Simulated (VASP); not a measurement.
# C (C2/m) in VASP: a series of runs

C is run at these levels: PBEsol; tasks: single point.

All numbers are computed with VASP 6.6.1; they aren't measurements. Logs are shortened: lines on timing, memory, paths and dates and some standing lists are left out, and cuts for length are marked.

### Step 1. The cell of the first run

The structure is monoclinic, space group C2/m (No. 12). Conventional cell: a = 4.077 Å, b = 2.354 Å, c = 3.607 Å, α = 90.00°, β = 111.49°, γ = 90.00°. Within 1.8 Å of C (site symmetry m) lie 3 C at 1.36 Å.

### Step 2. Single point, PBEsol

File INCAR:

```
PREC = Accurate ; ENCUT = 520
EDIFF = 1E-6 ; ISMEAR = 0
SIGMA = 0.15 ; LREAL = F
LASPH = T ; NELM = 80
ALGO = Normal ; ISIF = 2
LWAVE = F ; LCHARG = F
GGA = PS ; NBANDS = 11
```

File KPOINTS:

```
Automatic mesh
0
Gamma
  14 14 8
```

File POSCAR:

```
C
1.0
    2.0385766581     -1.1770410364      0.0000000000
    2.0385766581      1.1770410364      0.0000000000
   -1.3215406765      0.0000000000      3.3567058436
C
2
Direct
    0.8333600000      0.8333600000      0.0000900000
    0.1666400000      0.1666400000      0.9999100000
```

Potentials or basis: VASP PAW PBE potentials, release 64 (C).

Launch:

```sh
$ cat potpaw_PBE.64/C/POTCAR > POTCAR
$ mpirun -np 1 vasp_std > vasp.out
```

OUTCAR:

```text
PREC = Accurate
   ENCUT = 520
   EDIFF = 1E-6
   ISMEAR = 0
   LREAL = F
   LASPH = T
   NELM = 80
   ISIF = 2
   GGA = PS

 ion  position               nearest neighbor table
   1  0.833  0.833  0.000-   2 1.36   2 1.36   2 1.36
   2  0.167  0.167  1.000-   1 1.36   1 1.36   1 1.36

  LATTYP: Found a base centered monoclinic cell.
 ALAT       =     4.0771533162
 B/A-ratio  =     0.5773837504
 C/A-ratio  =     0.8848047021
 COS(beta)  =    -0.3663330234

  Lattice vectors:

 A1 = (   2.0385766581,  -1.1770410364,   0.0000000000)
 A2 = (   2.0385766581,   1.1770410364,   0.0000000000)
 A3 = (  -1.3215406765,   0.0000000000,   3.3567058436)

Analysis of symmetry for initial positions (statically):
=====================================================================
 Subroutine PRICEL returns:
 Original cell was already a primitive cell.

 Routine SETGRP: Setting up the symmetry group for a
 base centered monoclinic supercell.

 Subroutine GETGRP returns: Found  4 space group operations
 (whereof  4 operations were pure point group operations)
 out of a pool of  4 trial point group operations.

The static configuration has the point symmetry C_2h.

Analysis of symmetry for dynamics (positions and initial velocities):
=====================================================================
 Subroutine PRICEL returns:
 Original cell was already a primitive cell.

 Routine SETGRP: Setting up the symmetry group for a
 base centered monoclinic supercell.

 Subroutine GETGRP returns: Found  4 space group operations
 (whereof  4 operations were pure point group operations)
 out of a pool of  4 trial point group operations.

The dynamic configuration has the point symmetry C_2h.

 Subroutine INISYM returns: Found  4 space group operations
 (whereof  4 operations are pure point group operations),
 and found     1 'primitive' translations

----------------------------------------------------------------------------------------

                                     Primitive cell

  volume of cell :      16.1088

  direct lattice vectors                    reciprocal lattice vectors
     2.038576658 -1.177041036  0.000000000     0.245269168 -0.424794025  0.096562879
     2.038576658  1.177041036  0.000000000     0.245269168  0.424794025  0.096562879
    -1.321540676  0.000000000  3.356705844     0.000000000  0.000000000  0.297911121

  length of vectors
     2.353979692  2.353979692  3.607484425     0.499931314  0.499931314  0.297911121

  position of ions in fractional coordinates (direct lattice)
     0.833360000  0.833360000  0.000090000
     0.166640000  0.166640000  0.999910000

  ion indices of the primitive-cell ions
   primitive index   ion index
                 1           1
                 2           2

----------------------------------------------------------------------------------------

 KPOINTS: Automatic mesh

Automatic generation of k-mesh.
 Grid dimensions read from file:
 generate k-points for:   14   14    8

 Generating k-lattice:

  Cartesian coordinates                     Fractional coordinates (reciprocal lattice)
     0.017519226 -0.030342430  0.006897349     0.071428571  0.000000000 -0.000000000
     0.017519226  0.030342430  0.006897349     0.000000000  0.071428571 -0.000000000
     0.000000000  0.000000000  0.037238890     0.000000000  0.000000000  0.125000000

  Length of vectors
     0.035709380  0.035709380  0.037238890

  Shift w.r.t. Gamma in fractional coordinates (k-lattice)
     0.000000000  0.000000000  0.000000000

 Subroutine IBZKPT returns following result:
 ===========================================

 Found    429 irreducible k-points:

 Following reciprocal coordinates:
            Coordinates               Weight
  0.000000  0.000000  0.000000      1.000000
  0.071429  0.000000  0.000000      4.000000
  0.142857 -0.000000  0.000000      4.000000
  0.214286 -0.000000  0.000000      4.000000
  0.285714 -0.000000  0.000000      4.000000
  0.357143  0.000000  0.000000      4.000000
[... 16 lines left out ...]
  0.214286  0.142857  0.000000      4.000000
  0.285714  0.142857  0.000000      4.000000
 [... further k-points ...]
   k-points           NKPTS =    429   k-points in BZ     NKDIM =    429   number of bands    NBANDS=     11
   number of dos      NEDOS =    301   number of ions     NIONS =      2
   total plane-waves  NPLWV =   9072
   dimension x,y,z NGX =    18 NGY =   18 NGZ =   28
   dimension x,y,z NGXF=    36 NGYF=   36 NGZF=   56
   ions per type =               2
   NGX,Y,Z   is equivalent  to a cutoff of  12.71, 12.71, 12.90 a.u.
   NGXF,Y,Z  is equivalent  to a cutoff of  25.42, 25.42, 25.81 a.u.
 SYSTEM =  unknown system
   PREC   = accura    normal or accurate (medium, high low for compatibility)
   ISTART =      0    job   : 0-new  1-cont  2-samecut
   ICHARG =      2    charge: 1-file 2-atom 10-const
   ISPIN  =      1    spin polarized calculation?
   LNONCOLLINEAR =      F non collinear calculations
   LSORBIT =      F    spin-orbit coupling
   LASPH  =      T    aspherical Exc in radial PAW
   ENCUT  =  520.0 eV  38.22 Ry    6.18 a.u.   4.38  4.38  6.71*2*pi/ulx,y,z
   NELM   =     80;   NELMIN=  2; NELMDL= -5     # of ELM steps
   EDIFF  = 0.1E-05   stopping-criterion for ELM
   LREAL  =      F    real-space projection
   EDIFFG = 0.1E-04   stopping-criterion for IOM
   NSW    =      0    number of steps for IOM
   IBRION =     -1    ionic relax: 0-MD 1-quasi-New 2-CG
   NFREE  =      0    steps in history (QN), initial steepest desc. (CG)
   ISIF   =      2    stress and relaxation
   ISYM   =      2    0-nonsym 1-usesym 2-fastsym
   POTIM  = 0.5000    time-step for ionic-motion
   TEBEG  =    0.0;   TEEND  =   0.0 temperature during run
   PSTRESS=    0.0 pullay stress
   NELECT =       8.0000    total number of electrons
   NUPDOWN=      -1.0000    fix difference up-down
   EMIN   =  10.00;   EMAX   =-10.00  energy-range for DOS
   EFERMI =   0.00;   METHOD = LEGACY
   ISMEAR =     0;   SIGMA  =   0.15  broadening in eV -4-tet -1-fermi 0-gaus
   EFERMI_NEDOS =   21; number of points for ismear=-14 and -15
   IALGO  =     38    algorithm
   IMIX   =      4    mixing-type and parameters
     AMIX     =   0.40;   BMIX     =  1.00
     AMIX_MAG =   1.60;   BMIX_MAG =  1.00
  volume/ion in A,a.u.               =       8.05        54.35
  Fermi-wavevector in a.u.,A,eV,Ry     =   1.296435  2.449907 22.867917  1.680744
  Thomas-Fermi vector in A             =   2.427892
   LORBIT       =      0    0 simple, 1 ext, 2 COOP (PROOUT), +10 PAW based schemes
   GGA     = PS    functional components
   LHFCALC =     F    Hartree Fock is set to
   AEXX    =    0.0000 exact exchange contribution
   IVDW    =     0    specifies the selected vdW correction
   LEPSILON=     F    determine dielectric tensor
   LRPA    =     F    only Hartree local field effects (RPA)
 non-spin polarized calculation
 Gauss-broadening in eV      SIGMA  =   0.15
  energy-cutoff  :      520.00
  volume of cell :       16.11
 maximum number of plane-waves:       458
 NGX is ok and might be reduce to    18
   NGX =  9   NGY =  9   NGZ = 13

 number of electron       8.0000000 magnetization

 Free energy of the ion-electron system (eV)
  ---------------------------------------------------
  ext. energy  EPLUGINS =         0.00000000
  ---------------------------------------------------
  free energy    TOTEN  =       -18.99483887 eV

  energy without entropy =      -18.99483862  energy(sigma->0) =      -18.99483874

 E-fermi :   5.5173     XC(G=0): -10.8211

 val. band max:        5.1051037418   @ k =  -0.2857   0.3571   0.1250
 cond. band min:       5.9230282085   @ k =  -0.3571   0.3571   0.5000
 fundamental gap:      0.8179244667
 Fermi energy:         5.5172547096

 k-point     1 :       0.0000    0.0000    0.0000
  band No.  band energies     occupation
      1     -15.2917      2.00000
      2      -2.1553      2.00000
      3       2.5672      2.00000
      4       2.5698      2.00000
      5       8.9278      0.00000
      6      14.7434      0.00000
      7      14.7483      0.00000
      8      18.6149      0.00000
      9      21.5118      0.00000
     10      29.7479      0.00000
     11      31.5008      0.00000

 k-point     2 :       0.0714    0.0000    0.0000
  band No.  band energies     occupation
      1     -15.1585      2.00000
      2      -2.0114      2.00000
      3       2.0543      2.00000
      4       2.2749      2.00000
      5       9.1148      0.00000
      6      14.8339      0.00000
      7      15.3400      0.00000
      8      18.0961      0.00000
      9      21.6846      0.00000
     10      30.2015      0.00000
     11      30.8520      0.00000

 k-point     3 :       0.1429   -0.0000    0.0000
  band No.  band energies     occupation
      1     -14.7599      2.00000
      2      -1.5816      2.00000
      3       0.7004      2.00000
      4       1.5511      2.00000
      5       9.6774      0.00000
      6      14.9571      0.00000
      7      16.7014      0.00000
      8      16.9490      0.00000
      9      22.2134      0.00000
     10      28.8948      0.00000
     11      31.3730      0.00000
[... 267 lines left out ...]
 k-point    23 :       0.2143    0.1429    0.0000
  band No.  band energies     occupation
      1     -14.3396      2.00000
      2      -1.3517      2.00000
      3      -0.2524      2.00000
      4       0.7528      2.00000
      5      10.6791      0.00000
      6      15.2435      0.00000
      7      15.4991      0.00000
      8      17.8758      0.00000
      9      22.9841      0.00000
     10      26.6741      0.00000
     11      31.9301      0.00000

 k-point    24 :       0.2857    0.1429    0.0000
  band No.  band energies     occupation
      1     -13.6766      2.00000
      2      -1.4840      2.00000
      3      -0.6942      2.00000
      4      -0.4703      2.00000
      5      11.7285      0.00000
      6      13.8029      0.00000
      7      16.1763      0.00000
      8      18.6186      0.00000
      9      23.9265      0.00000
     10      24.7814      0.00000
     11      31.1947      0.00000

 [... further k-points ...]

------------------------ aborting loop because EDIFF is reached ----------------------------------------

  FORCE on cell =-STRESS in cart. coord.  units (eV):
  Direction    XX          YY          ZZ          XY          YZ          ZX
  --------------------------------------------------------------------------------------
  -------------------------------------------------------------------------------------
  Total        6.7630544      6.7575948      0.1157851      0.0000000      0.0000000     -0.0050659
  in kB      672.6536974    672.1106794     11.5159930      0.0000000      0.0000000     -0.5038520
  external PRESSURE =     452.0934566 kB  Pullay stress =       0.0000000 kB

 VOLUME and BASIS-vectors are now :
 -----------------------------------------------------------------------------
  energy-cutoff  :      520.00
  volume of cell :       16.11
      direct lattice vectors                 reciprocal lattice vectors
     2.038576658 -1.177041036  0.000000000     0.245269168 -0.424794025  0.096562879
     2.038576658  1.177041036  0.000000000     0.245269168  0.424794025  0.096562879
    -1.321540676  0.000000000  3.356705844     0.000000000  0.000000000  0.297911121

 POSITION                                       TOTAL-FORCE (eV/Angst)
 -----------------------------------------------------------------------------------
      3.39762      0.00000      0.00030         0.001966      0.000000     -0.000489
     -0.64200      0.00000      3.35640        -0.001966      0.000000      0.000489
 -----------------------------------------------------------------------------------
    total drift:                                0.000000      0.000000     -0.000000

  FREE ENERGIE OF THE ION-ELECTRON SYSTEM (eV)
  ---------------------------------------------------
  free  energy   TOTEN  =       -18.9948388657 eV

  energy  without entropy=      -18.9948386206  energy(sigma->0) =      -18.99483874
```

It took 62 s on 1 thread of Intel Xeon Platinum 8259CL at 2.50GHz (Skylake/Cascade Lake), shared host; peak memory 0.17 GiB.

Results:

```
Free energy            : -18.9948 eV
Pressure               : 45.2 GPa
Band gap on the k mesh : 0.82 eV, indirect (least direct gap 0.85 eV)
```

Forces in eV/Å, atoms in the order of the input:
```
C    0.002  0.000  0.000
C   -0.002  0.000  0.000
```

Caveat: the PAW data sets were made with another functional, which shifts forces and pressure a little; this functional lacks dispersion, which binds the layers, so the pressure and a relaxed spacing across them are unreliable.

### Step 3. Single point, PBEsol

This run uses another cell than the first one, of 8.42 Å³/atom, 1.045 times its volume.

File INCAR:

```
PREC = Accurate
ENCUT = 520
EDIFF = 1E-7
ISMEAR = 0
SIGMA = 0.15
LREAL = F
LASPH = T
NELM = 100
ALGO = Normal
ISIF = 2
LWAVE = F
LCHARG = T
GGA = PS
LELF = T
LVHAR = T
NBANDS = 11
```

File KPOINTS:

```
regular mesh
0
Gamma
  14 14 8
```

File POSCAR:

```
C
1.0
    2.0690076618     -1.1946114035      0.0000000000
    2.0690076618      1.1946114035      0.0000000000
   -1.3412680726      0.0000000000      3.4068133181
C
2
Direct
    0.8333600000      0.8333600000      0.0000900000
    0.1666400000      0.1666400000      0.9999100000
```

Potentials or basis: VASP PAW PBE potentials, release 64 (C).

Launch:

```sh
$ cat potpaw_PBE.64/C/POTCAR > POTCAR
$ mpirun -np 1 vasp_std > vasp.out
```

OUTCAR:

```text
PREC = Accurate
   ENCUT = 520
   EDIFF = 1E-7
   ISMEAR = 0
   LREAL = F
   LASPH = T
   NELM = 100
   ISIF = 2
   GGA = PS

 ion  position               nearest neighbor table
   1  0.833  0.833  0.000-   2 1.38   2 1.38   2 1.38
   2  0.167  0.167  1.000-   1 1.38   1 1.38   1 1.38

  LATTYP: Found a base centered monoclinic cell.
 ALAT       =     4.1380153236
 B/A-ratio  =     0.5773837505
 C/A-ratio  =     0.8848047021
 COS(beta)  =    -0.3663330234
[... 524 lines left out ...]

 [... further k-points ...]

------------------------ aborting loop because EDIFF is reached ----------------------------------------

  FORCE on cell =-STRESS in cart. coord.  units (eV):
  Direction    XX          YY          ZZ          XY          YZ          ZX
  --------------------------------------------------------------------------------------
  -------------------------------------------------------------------------------------
  Total        4.3613083      4.3561457      0.0883293      0.0000000      0.0000000     -0.0045809
  in kB      414.9160994    414.4249461      8.4032650      0.0000000      0.0000000     -0.4358059
  external PRESSURE =     279.2481035 kB  Pullay stress =       0.0000000 kB

 VOLUME and BASIS-vectors are now :
 -----------------------------------------------------------------------------
  energy-cutoff  :      520.00
  volume of cell :       16.84
      direct lattice vectors                 reciprocal lattice vectors
     2.069007662 -1.194611403  0.000000000     0.241661744 -0.418546147  0.095142631
     2.069007662  1.194611403  0.000000000     0.241661744  0.418546147  0.095142631
    -1.341268073  0.000000000  3.406813318     0.000000000  0.000000000  0.293529438

 POSITION                                       TOTAL-FORCE (eV/Angst)
 -----------------------------------------------------------------------------------
      3.44834      0.00000      0.00031         0.002048      0.000000     -0.001455
     -0.65159      0.00000      3.40651        -0.002048      0.000000      0.001455
 -----------------------------------------------------------------------------------
    total drift:                                0.000000      0.000000     -0.000000

  FREE ENERGIE OF THE ION-ELECTRON SYSTEM (eV)
  ---------------------------------------------------
  free  energy   TOTEN  =       -19.1612931609 eV

  energy  without entropy=      -19.1612928441  energy(sigma->0) =      -19.16129300
```

OSZICAR:

```text
N       E                     dE             d eps       ncg     rms          rms(c)
DAV:   1     0.346793318323E+00    0.34679E+00   -0.41566E+03  9689   0.649E+02
DAV:   2    -0.202736689885E+02   -0.20620E+02   -0.19731E+02 12383   0.123E+02
DAV:   3    -0.207167557125E+02   -0.44309E+00   -0.44237E+00 12012   0.146E+01
DAV:   4    -0.207182068215E+02   -0.14511E-02   -0.14510E-02 10929   0.102E+00
DAV:   5    -0.207182124688E+02   -0.56473E-05   -0.56473E-05 12181   0.585E-02    0.716E+00
DAV:   6    -0.195314542023E+02    0.11868E+01   -0.10069E+00 10980   0.589E+00    0.413E+00
DAV:   7    -0.191582790336E+02    0.37318E+00   -0.11069E+00 11359   0.624E+00    0.116E+00
DAV:   8    -0.191617599514E+02   -0.34809E-02   -0.29682E-02 10510   0.110E+00    0.176E-01
DAV:   9    -0.191612460766E+02    0.51387E-03   -0.10017E-03 11411   0.194E-01    0.772E-02
DAV:  10    -0.191612923081E+02   -0.46231E-04   -0.19451E-04 11009   0.947E-02    0.373E-02
DAV:  11    -0.191612928902E+02   -0.58206E-06   -0.86138E-06 11245   0.176E-02    0.904E-03
DAV:  12    -0.191612932145E+02   -0.32435E-06   -0.36511E-07 10982   0.423E-03    0.298E-03
DAV:  13    -0.191612931609E+02    0.53593E-07   -0.17111E-07 11325   0.248E-03
   1 F= -.19161293E+02 E0= -.19161293E+02  d E =-.316826E-06
```

Wall time 70 s (1 thread of Intel Xeon Platinum 8259CL at 2.50GHz (Skylake/Cascade Lake), shared host); peak memory 0.17 GiB.

Results:

- Free energy: -19.1613 eV
- Pressure: 27.9 GPa
- Band gap on the k mesh: 0.81 eV, indirect (least direct gap 0.83 eV)

Forces in eV/Å, atoms in the order of the input:
```
C    0.002  0.000 -0.001
C   -0.002  0.000  0.001
```

Caveat: the PAW data sets were made with another functional, which shifts forces and pressure a little; this functional lacks dispersion, which binds the layers, so the pressure and a relaxed spacing across them are unreliable. A k mesh can miss the band edges.

[end of part 1 of 2]
